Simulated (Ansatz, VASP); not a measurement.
Mo in VASP and in Ansatz

```
Mo
1.0
    -1.58042    1.58042    1.58042
     1.58042   -1.58042    1.58042
     1.58042    1.58042   -1.58042
Mo
1
Cartesian
  0.0000 0.0000 0.0000
```

Alike in both runs: functional PBE; k mesh 19 × 19 × 19; occupations fermi-dirac, width 0.1 eV; no spin polarisation.

Ansatz relaxed the structure, and its values are those at the end. VASP's run is a single point on that final structure, the one shown.

```csv
,VASP,Ansatz
version,VASP 6.6.1,Ansatz 0.2.0
potentials or method,"VASP PAW PBE potentials, release 64 (Mo_sv)","PAW with Ansatz's default frozen-core files, scalar-relativistic"
plane-wave cutoff (eV),520,420
valence electrons in the cell,14,14
```

Ansatz gave:

```
pressure (GPa) : 0.0
```

Q: Which values does VASP return?

A: Pressure (GPa): 0.5.
